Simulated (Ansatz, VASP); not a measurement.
**Two plane-wave programs on Sb**

The input INCAR:

```
SYSTEM = Sb
PREC = Accurate ; ENCUT = 600
EDIFF = 1E-7 ; ISMEAR = 0
SIGMA = 0.1 ; LREAL = .FALSE.
LASPH = .TRUE. ; NELM = 80
ALGO = Normal ; ISIF = 3
LWAVE = .FALSE. ; LCHARG = .FALSE.
GGA = PE ; IBRION = 2
NSW = 90 ; EDIFFG = -0.04
```

The input KPOINTS:

```
Automatic mesh
0
G
  6 6 6
  0 0 0
```

POSCAR

```
Sb
1.0
    3.3726289600      0.0000000000      0.0000000000
    0.0000000000      3.3726289600      0.0000000000
    0.0000000000      0.0000000000      3.0380313500
Sb
1
Direct
    0.5000000000      0.5000000000      0.5000000000
```

Input for Ansatz:

```yaml
crystal:
  lattice:
    - [3.37262896, 0.0, 0.0]
    - [0.0, 3.37262896, 0.0]
    - [0.0, 0.0, 3.03803135]
  atoms:
    - { symbol: Sb, position: [0.5, 0.5, 0.5] }
basis:
  ecutwfc: 420
kpoints:
  mp_grid: { grid: [6, 6, 6] }
hamiltonian:
  xc: pbe
scf:
  occupations: { method: gaussian, width: 0.1 }
  lower_state_search: "off"
output:
  forces: true
  stress: true
  eigenvalues: true
relax:
  adjacent_minimum: "off"
  f_tol: 0.04
  max_steps: 70
  cell: { stress_tol: 0.4 }
```

Alike in both runs: task relaxation of cell and atoms; functional PBE; k mesh 6 × 6 × 6; occupations gaussian, width 0.1 eV; no spin polarisation.

```csv
,VASP,Ansatz
version,VASP 6.6.1,Ansatz 0.2.0
potentials or method,"VASP PAW PBE potentials, release 64 (Sb), cutoff 600 eV","scalar-relativistic, plane waves, PAW"
valence electrons in the cell,5,15
```

VASP gave:

| Quantity | Value |
| --- | --- |
| gap on the k mesh at the Fermi level, each at its own relaxed structure (eV) | none |
| relaxed volume (Å³/atom) | 30.42 |
| relaxed cell length with the largest relative difference (Å) | 3.116 |

Task: Estimate Ansatz's values.

Result: gap on the k mesh at the Fermi level, each at its own relaxed structure (eV): none; relaxed volume (Å³/atom): 30.48; relaxed cell length with the largest relative difference (Å): 3.128.

A gap of «none» marks a metal or a gap that the smearing closes. VASP's potentials hold 5 valence electrons a cell and Ansatz's 15, so a difference there can come from the potentials and not from the codes.

Spin-orbit coupling is off throughout.
